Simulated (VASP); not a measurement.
Set up this calculation in VASP 6.6.1, as the native input.

- Task: single point
- Functional: revPBE
- Potentials or basis: VASP PAW PBE potentials, release 64 (Sn_d)
- Cutoff: 520 eV
- k mesh: 12 × 12 × 4
- Occupations: fermi-dirac, width 0.1 eV
- Spin: no spin polarisation
- Dipole correction: no
- Further INCAR settings: ALGO = Normal; EDIFF = 1e-07; NBANDS = 36

The structure of Sn lies in POSCAR:

```
Sn
1.0
    3.3206981504      0.0000000000      0.0000000000
   -1.6603490752      2.8758089566      0.0000000000
    0.0000000000      0.0000000000     10.9632892002
Sn
4
Direct
    0.0000000000      0.0000000000      0.0000000000
    0.0000000000      0.0000000000      0.5000000000
    0.3333333333      0.6666666667      0.2500000000
    0.6666666667      0.3333333333      0.7500000000
```

This cell differs from its parent crystal: volume scaled by 0.92.

The input as run:

INCAR

```
PREC = Accurate
ENCUT = 520
EDIFF = 1E-7
ISMEAR = -1
SIGMA = 0.1
LREAL = False
LASPH = True
NELM = 80
ALGO = Normal
ISIF = 2
LWAVE = False
LCHARG = False
GGA = RE
NBANDS = 36
```

KPOINTS

```
Automatic mesh
0
Gamma
  12 12 4
```

Potentials or basis: VASP PAW PBE potentials, release 64 (Sn_d).

Launch:

```console
$ cat potpaw_PBE.64/Sn_d/POTCAR > POTCAR
$ mpirun -np 1 vasp_std > vasp.out
```

Results of the run:

| Item | Value |
| --- | --- |
| Pressure | 4.6 GPa |
| Band gap on the k mesh | zero (band 28 reaches 14.88 eV, above the bottom of band 29 at 6.05 eV) |

Caveat: the PAW data sets were made with another functional, which shifts forces and pressure a little; spin-orbit coupling is left out, which moves the levels of the heavy elements.

Run time: 7.5 min on 1 thread of AMD EPYC 7R13, on a shared host, peak memory 0.3 GiB.
